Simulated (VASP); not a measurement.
Here is a VASP 6.6.1 calculation.

File INCAR:

```
PREC     = Accurate       # precision mode
ENCUT    = 520            # plane-wave cutoff, eV
EDIFF    = 1E-6           # SCF threshold, eV
ISMEAR   = 0              # smearing method
SIGMA    = 0.1            # smearing width, eV
LREAL    = F              # projectors in reciprocal space
LASPH    = T              # aspherical terms in the spheres
NELM     = 80             # most SCF steps
ALGO     = Fast           # electronic algorithm
ISIF     = 2              # what is computed and relaxed
LWAVE    = F              # write WAVECAR
LCHARG   = T              # write CHGCAR
GGA      = PE             # functional
LELF     = T              # ELF
LVHAR    = T            
NBANDS   = 12             # bands
```

The input KPOINTS:

```
regular mesh
0
Gamma
  20 20 20
```

The input POSCAR:

```
Ga
1.0
    2.6607118012      0.0000000000      0.0000000000
    0.0000000000      2.6607118012      0.0000000000
    0.0000000000      0.0000000000      2.6616437557
Ga
1
Direct
    0.5000000000      0.5000000000      0.5000000000
```

Potentials or basis: VASP PAW PBE potentials, release 64 (Ga_d).

The run is started by

```console
$ cat potpaw_PBE.64/Ga_d/POTCAR > POTCAR
$ mpirun -np 1 vasp_std > vasp.out
```

Problem. Predict the band gap on the k mesh.

Solution. Zero (an odd number of electrons rules out a gap without spin polarisation).

Problem. What does it give for the pressure?

Solution. 3.5 GPa.

Caveat: the cell stands under pressure.
